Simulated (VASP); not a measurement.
# CsH (Pm-3m) in VASP: single point with r2SCAN+rVV10

Aim: the single point of CsH with r2SCAN+rVV10.

Program: VASP 6.6.1. These are calculated values, not measurements. Logs are shortened: lines on timing, memory, paths and dates and some standing lists are left out, and cuts for length are marked.

## 1. The cell of the first run

Symmetry: Pm-3m, No. 221, cubic system. Conventional cell: a = 3.762 Å, b = 3.762 Å, c = 3.762 Å, α = 90.00°, β = 90.00°, γ = 90.00°. Cs (site symmetry m-3m) has 8 H at 3.26 Å and 6 Cs at 3.76 Å within 4.3 Å. H (site symmetry m-3m) has 8 Cs at 3.26 Å and 6 H at 3.76 Å within 4.3 Å.

## 2. Single point, r2SCAN+rVV10

Contents of POSCAR:

```
CsH
1.0
    3.7623209038      0.0000000000      0.0000000000
    0.0000000000      3.7623209038      0.0000000000
    0.0000000000      0.0000000000      3.7623209038
Cs H
1 1
Direct
    0.0000000000      0.0000000000      0.0000000000
    0.5000000000      0.5000000000      0.5000000000
```

Contents of INCAR.step1:

```
SYSTEM = CsH
ALGO = Normal
EDIFF = 1E-4
ENCUT = 520
GGA = PE
ISMEAR = -1
LASPH = .TRUE.
LCHARG = .FALSE.
LREAL = .FALSE.
LWAVE = .TRUE.
NBANDS = 12
NELM = 80
PREC = Accurate
SIGMA = 0.03
```

Contents of INCAR.step2:

```
SYSTEM = CsH
ALGO = Normal
BPARAM = 11.95
CPARAM = 0.0093
EDIFF = 1E-6
ENCUT = 520
ISIF = 2
ISMEAR = -1
ISTART = 1
IVDW_NL = 2
LASPH = .TRUE.
LCHARG = .FALSE.
LMIXTAU = .TRUE.
LREAL = .FALSE.
LUSE_VDW = .TRUE.
LWAVE = .FALSE.
METAGGA = R2SCAN
NBANDS = 12
NELM = 80
PREC = Accurate
SIGMA = 0.03
```

Contents of KPOINTS:

```
k-points
0
G
  8 8 8
  0 0 0
```

Potentials or basis: VASP PAW PBE potentials, release 64 (Cs_sv, H).

Run with:

```
cat potpaw_PBE.64/Cs_sv/POTCAR potpaw_PBE.64/H/POTCAR > POTCAR
cp INCAR.step1 INCAR
mpirun -np 1 vasp_std > vasp.out
cp INCAR.step2 INCAR
mpirun -np 1 vasp_std > vasp.out
```

OUTCAR:

```text
SYSTEM = CsH
   BPARAM = 11.95
   EDIFF = 1E-6
   ENCUT = 520
   ISIF = 2
   ISMEAR = -1
   ISTART = 1
   IVDW_NL = 2
   LASPH = .TRUE.
   LREAL = .FALSE.
   METAGGA = R2SCAN
   NELM = 80
   PREC = Accurate

 ion  position               nearest neighbor table
   1  0.000  0.000  0.000-
   2  0.500  0.500  0.500-

  LATTYP: Found a simple cubic cell.
 ALAT       =     3.7623209038

  Lattice vectors:

 A1 = (   3.7623209038,   0.0000000000,   0.0000000000)
 A2 = (   0.0000000000,   3.7623209038,   0.0000000000)
 A3 = (   0.0000000000,   0.0000000000,   3.7623209038)

Analysis of symmetry for initial positions (statically):
=====================================================================
 Subroutine PRICEL returns:
 Original cell was already a primitive cell.

 Routine SETGRP: Setting up the symmetry group for a
 simple cubic supercell.

 Subroutine GETGRP returns: Found 48 space group operations
 (whereof 48 operations were pure point group operations)
 out of a pool of 48 trial point group operations.

The static configuration has the point symmetry O_h .

Analysis of symmetry for dynamics (positions and initial velocities):
=====================================================================
 Subroutine PRICEL returns:
 Original cell was already a primitive cell.

 Routine SETGRP: Setting up the symmetry group for a
 simple cubic supercell.

 Subroutine GETGRP returns: Found 48 space group operations
 (whereof 48 operations were pure point group operations)
 out of a pool of 48 trial point group operations.

The dynamic configuration has the point symmetry O_h .

 Subroutine INISYM returns: Found 48 space group operations
 (whereof 48 operations are pure point group operations),
 and found     1 'primitive' translations

----------------------------------------------------------------------------------------

                                     Primitive cell

  volume of cell :      53.2559

  direct lattice vectors                    reciprocal lattice vectors
     3.762320904  0.000000000  0.000000000     0.265793383  0.000000000  0.000000000
     0.000000000  3.762320904  0.000000000     0.000000000  0.265793383  0.000000000
     0.000000000  0.000000000  3.762320904     0.000000000  0.000000000  0.265793383

  length of vectors
     3.762320904  3.762320904  3.762320904     0.265793383  0.265793383  0.265793383

  position of ions in fractional coordinates (direct lattice)
     0.000000000  0.000000000  0.000000000
     0.500000000  0.500000000  0.500000000

  ion indices of the primitive-cell ions
   primitive index   ion index
                 1           1
                 2           2

----------------------------------------------------------------------------------------

 KPOINTS: k-points

Automatic generation of k-mesh.
 Grid dimensions read from file:
 generate k-points for:    8    8    8

 Generating k-lattice:

  Cartesian coordinates                     Fractional coordinates (reciprocal lattice)
     0.033224173  0.000000000  0.000000000     0.125000000  0.000000000  0.000000000
     0.000000000  0.033224173  0.000000000     0.000000000  0.125000000  0.000000000
     0.000000000  0.000000000  0.033224173     0.000000000  0.000000000  0.125000000

  Length of vectors
     0.033224173  0.033224173  0.033224173

  Shift w.r.t. Gamma in fractional coordinates (k-lattice)
     0.000000000  0.000000000  0.000000000

 Subroutine IBZKPT returns following result:
 ===========================================

 Found     35 irreducible k-points:

 Following reciprocal coordinates:
            Coordinates               Weight
  0.000000  0.000000  0.000000      1.000000
  0.125000  0.000000  0.000000      6.000000
  0.250000  0.000000  0.000000      6.000000
  0.375000  0.000000  0.000000      6.000000
  0.500000  0.000000  0.000000      3.000000
  0.125000  0.125000  0.000000     12.000000
[... 16 lines left out ...]
  0.375000  0.375000  0.125000     24.000000
  0.500000  0.375000  0.125000     24.000000
 [... further k-points ...]
   k-points           NKPTS =     35   k-points in BZ     NKDIM =     35   number of bands    NBANDS=     12
   number of dos      NEDOS =    301   number of ions     NIONS =      2
   total plane-waves  NPLWV =  21952
   dimension x,y,z NGX =    28 NGY =   28 NGZ =   28
   dimension x,y,z NGXF=    56 NGYF=   56 NGZF=   56
   ions per type =               1   1
   NGX,Y,Z   is equivalent  to a cutoff of  12.37, 12.37, 12.37 a.u.
   NGXF,Y,Z  is equivalent  to a cutoff of  24.74, 24.74, 24.74 a.u.
 SYSTEM =  CsH
   PREC   = accura    normal or accurate (medium, high low for compatibility)
   ISTART =      1    job   : 0-new  1-cont  2-samecut
   ICHARG =      0    charge: 1-file 2-atom 10-const
   ISPIN  =      1    spin polarized calculation?
   LNONCOLLINEAR =      F non collinear calculations
   LSORBIT =      F    spin-orbit coupling
   LASPH  =      T    aspherical Exc in radial PAW
   ENCUT  =  520.0 eV  38.22 Ry    6.18 a.u.   7.00  7.00  7.00*2*pi/ulx,y,z
   NELM   =     80;   NELMIN=  2; NELMDL=  0     # of ELM steps
   EDIFF  = 0.1E-05   stopping-criterion for ELM
   LREAL  =      F    real-space projection
   EDIFFG = 0.1E-04   stopping-criterion for IOM
   NSW    =      0    number of steps for IOM
   IBRION =     -1    ionic relax: 0-MD 1-quasi-New 2-CG
   NFREE  =      0    steps in history (QN), initial steepest desc. (CG)
   ISIF   =      2    stress and relaxation
   ISYM   =      2    0-nonsym 1-usesym 2-fastsym
   POTIM  = 0.5000    time-step for ionic-motion
   TEBEG  =    0.0;   TEEND  =   0.0 temperature during run
   PSTRESS=    0.0 pullay stress
   NELECT =      10.0000    total number of electrons
   NUPDOWN=      -1.0000    fix difference up-down
   EMIN   =  10.00;   EMAX   =-10.00  energy-range for DOS
   EFERMI =   0.00;   METHOD = LEGACY
   ISMEAR =    -1;   SIGMA  =   0.03  broadening in eV -4-tet -1-fermi 0-gaus
   EFERMI_NEDOS =   21; number of points for ismear=-14 and -15
   IALGO  =     38    algorithm
   IMIX   =      4    mixing-type and parameters
     AMIX     =   0.40;   BMIX     =  1.00
     AMIX_MAG =   1.60;   BMIX_MAG =  1.00
  volume/ion in A,a.u.               =      26.63       179.69
  Fermi-wavevector in a.u.,A,eV,Ry     =   0.937459  1.771541 11.957202  0.878830
  Thomas-Fermi vector in A             =   2.064572
   LORBIT       =      0    0 simple, 1 ext, 2 COOP (PROOUT), +10 PAW based schemes
   METAGGA = R2SCAN    functional components
   LHFCALC =     F    Hartree Fock is set to
   AEXX    =    0.0000 exact exchange contribution
   IVDW_NL    =     2    kernel type
   BPARAM     =11.9500
   IVDW    =     0    specifies the selected vdW correction
   LEPSILON=     F    determine dielectric tensor
   LRPA    =     F    only Hartree local field effects (RPA)
 non-spin polarized calculation
  energy-cutoff  :      520.00
  volume of cell :       53.26
 maximum number of plane-waves:      1472
 NGX is ok and might be reduce to    28
   NGX = 13   NGY = 13   NGZ = 13

 number of electron      10.0000003 magnetization

 Free energy of the ion-electron system (eV)
  ---------------------------------------------------
  ext. energy  EPLUGINS =         0.00000000
  ---------------------------------------------------
  free energy    TOTEN  =       -28.56705236 eV

  energy without entropy =      -28.56705236  energy(sigma->0) =      -28.56705236

 E-fermi :   1.1610     XC(G=0):  -8.5190

 val. band max:        0.6173228485   @ k =   0.5000   0.5000   0.5000
 cond. band min:       3.7078702607   @ k =   0.5000   0.5000   0.5000
 fundamental gap:      3.0905474121
 Fermi energy:         1.1610109022

 k-point     1 :       0.0000    0.0000    0.0000
  band No.  band energies     occupation
      1     -21.8028      2.00000
      2      -7.4038      2.00000
      3      -7.4038      2.00000
      4      -7.4038      2.00000
      5      -1.3244      2.00000
      6       4.4038      0.00000
      7       4.4038      0.00000
      8       8.9568      0.00000
      9      10.8916      0.00000
     10      10.8916      0.00000
     11      10.8916      0.00000
     12      11.9921      0.00000

 k-point     2 :       0.1250    0.0000    0.0000
  band No.  band energies     occupation
      1     -21.7758      2.00000
      2      -7.7082      2.00000
      3      -7.3787      2.00000
      4      -7.3787      2.00000
      5      -1.0742      2.00000
      6       4.5033      0.00000
      7       4.7561      0.00000
      8       8.4531      0.00000
      9       9.7540      0.00000
     10       9.7540      0.00000
     11      10.9520      0.00000
     12      12.4722      0.00000

 k-point     3 :       0.2500    0.0000    0.0000
  band No.  band energies     occupation
      1     -21.7093      2.00000
      2      -8.3497      2.00000
      3      -7.3172      2.00000
      4      -7.3172      2.00000
      5      -0.5023      2.00000
      6       4.7693      0.00000
      7       4.9878      0.00000
      8       8.4671      0.00000
      9       8.4671      0.00000
     10       8.5380      0.00000
     11      11.1060      0.00000
     12      12.8606      0.00000
[... 286 lines left out ...]
 k-point    23 :       0.3750    0.3750    0.1250
  band No.  band energies     occupation
      1     -21.4607      2.00000
      2      -8.6009      2.00000
      3      -8.5491      2.00000
      4      -7.3626      2.00000
      5      -0.3170      2.00000
      6       5.4442      0.00000
      7       6.6256      0.00000
      8       6.6459      0.00000
      9       8.1939      0.00000
     10       9.4820      0.00000
     11       9.5186      0.00000
     12      12.3825      0.00000

 k-point    24 :       0.5000    0.3750    0.1250
  band No.  band energies     occupation
      1     -21.4332      2.00000
      2      -8.7706      2.00000
      3      -8.5228      2.00000
      4      -7.3348      2.00000
      5      -0.4220      2.00000
      6       5.8885      0.00000
      7       5.9679      0.00000
      8       6.9823      0.00000
      9       7.6822      0.00000
     10       9.6426      0.00000
     11      10.1539      0.00000
     12      12.6740      0.00000

 [... further k-points ...]
[... 5 lines left out ...]
  --------------------------------------------------------------------------------------
  -------------------------------------------------------------------------------------
  Total        0.0455439      0.0455439      0.0455439     -0.0000000      0.0000000      0.0000000
  in kB        1.3701667      1.3701667      1.3701667     -0.0000000      0.0000000      0.0000000
  external PRESSURE =       1.3701667 kB  Pullay stress =       0.0000000 kB

 VOLUME and BASIS-vectors are now :
 -----------------------------------------------------------------------------
  energy-cutoff  :      520.00
  volume of cell :       53.26
      direct lattice vectors                 reciprocal lattice vectors
     3.762320904  0.000000000  0.000000000     0.265793383  0.000000000  0.000000000
     0.000000000  3.762320904  0.000000000     0.000000000  0.265793383  0.000000000
     0.000000000  0.000000000  3.762320904     0.000000000  0.000000000  0.265793383

 POSITION                                       TOTAL-FORCE (eV/Angst)
 -----------------------------------------------------------------------------------
      0.00000      0.00000      0.00000         0.000000      0.000000      0.000000
      1.88116      1.88116      1.88116         0.000000      0.000000      0.000000
 -----------------------------------------------------------------------------------
    total drift:                               -0.000000      0.000000     -0.000000

  FREE ENERGIE OF THE ION-ELECTRON SYSTEM (eV)
  ---------------------------------------------------
  free  energy   TOTEN  =       -28.5670523618 eV

  energy  without entropy=      -28.5670523618  energy(sigma->0) =      -28.56705236
```

It took 49 s on 1 thread of Intel Xeon Platinum 8559C (Emerald Rapids), shared host; peak memory 0.26 GiB.

Results:

```yaml
Free_energy: -28.5671 eV
Pressure: 0.1 GPa
Band_gap_on_the_k_mesh: 3.09 eV, direct
```

Caveat: the PAW data sets were made with another functional, which shifts forces and pressure a little; spin-orbit coupling is left out, which moves the levels of the heavy elements.
